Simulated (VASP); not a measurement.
Write the native input for VASP 6.6.1 that does the following.

```
Task                   : single point
Functional             : r2SCAN
Potentials or basis    : VASP PAW PBE potentials, release 64 (Zr_sv)
Cutoff                 : 520 eV
k mesh                 : 18 × 18 × 8
Occupations            : gaussian, width 0.1 eV
Spin                   : no spin polarisation
Dipole correction      : no
Further INCAR settings : ALGO = Normal; EDIFF = 1e-06; NBANDS = 19
```

Crystal: Zr.

```
Zr
1.0
     3.24640    0.00000    0.00000
    -1.62320    2.81146    0.00000
     0.00000    0.00000    5.15021
Zr
2
Direct
  0.33333 0.66667 0.25000
  0.66667 0.33333 0.75000
```

These files were run (other wordings do the same):

POSCAR

```
Zr
1.0
    3.2463991813      0.0000000000      0.0000000000
   -1.6231995907      2.8114641618      0.0000000000
    0.0000000000      0.0000000000      5.1502073998
Zr
2
Direct
    0.3333333333      0.6666666667      0.2500000000
    0.6666666667      0.3333333333      0.7500000000
```

INCAR.step1

```
SYSTEM = Zr
PREC = Accurate ; ENCUT = 520
ISMEAR = 0 ; SIGMA = 0.1
LREAL = .False. ; LASPH = .True.
NELM = 80 ; NBANDS = 19
GGA = PE ; ALGO = Normal
EDIFF = 1E-4 ; LWAVE = .True.
LCHARG = .False.
```

INCAR.step2

```
SYSTEM = Zr
PREC = Accurate ; ENCUT = 520
EDIFF = 1E-6 ; ISMEAR = 0
SIGMA = 0.1 ; LREAL = .False.
LASPH = .True. ; NELM = 80
ALGO = Normal ; ISIF = 2
LWAVE = .False. ; LCHARG = .True.
METAGGA = R2SCAN ; LMIXTAU = .True.
LELF = .True. ; LVHAR = .True.
NBANDS = 19 ; ISTART = 1
```

KPOINTS

```
regular mesh
0
Gamma
  18 18 8
  0 0 0
```

Potentials or basis: VASP PAW PBE potentials, release 64 (Zr_sv).

Launch:

```sh
$ cat potpaw_PBE.64/Zr_sv/POTCAR > POTCAR
$ cp INCAR.step1 INCAR
$ mpirun -np 1 vasp_std > vasp.out
$ cp INCAR.step2 INCAR
$ mpirun -np 1 vasp_std > vasp.out
```

It gave:

* Pressure: 0.0 GPa
* Band gap on the k mesh: zero (band 12 reaches 9.90 eV, above the bottom of band 13 at 8.64 eV)

Caveat: the PAW data sets were made with another functional, which shifts forces and pressure a little.

Run time: 4.8 min on 1 thread of Intel Xeon 6975P-C (shared host), peak memory 0.27 GiB.
